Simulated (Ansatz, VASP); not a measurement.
# Two plane-wave programs on Cs

```
CELL_PARAMETERS angstrom
-3.12847 3.12847 3.12847
3.12847 -3.12847 3.12847
3.12847 3.12847 -3.12847
ATOMIC_POSITIONS crystal
Cs 0.00000 0.00000 0.00000
```

Alike in both runs: functional revPBE; k mesh 4 × 4 × 4; occupations gaussian, width 0.1 eV; no spin polarisation.

Ansatz relaxed the structure, and its values are those at the end. VASP's run is a single point on that final structure, the one shown.

|  | VASP | Ansatz |
| --- | --- | --- |
| version | VASP 6.6.1 | Ansatz 0.2.0 |
| potentials or method | VASP PAW PBE potentials, release 64 (Cs_sv), cutoff 500 eV | scalar-relativistic, plane waves, PAW |
| valence electrons in the cell | 9 | 9 |

|  | VASP | Ansatz | Ansatz less VASP |
| --- | --- | --- | --- |
| gap on the k mesh at the Fermi level (eV) | none | none | - |
| pressure (GPa) | 0.1 | 0.1 | 0.00 |

VASP's potentials were made for PBE, not for revPBE. A gap of «none» marks a metal or a gap that the smearing closes. The functional is the same, so the differences come from potentials, cutoffs and numerics. Ansatz's warnings: stress scf threshold loose.

Spin-orbit coupling is off throughout.
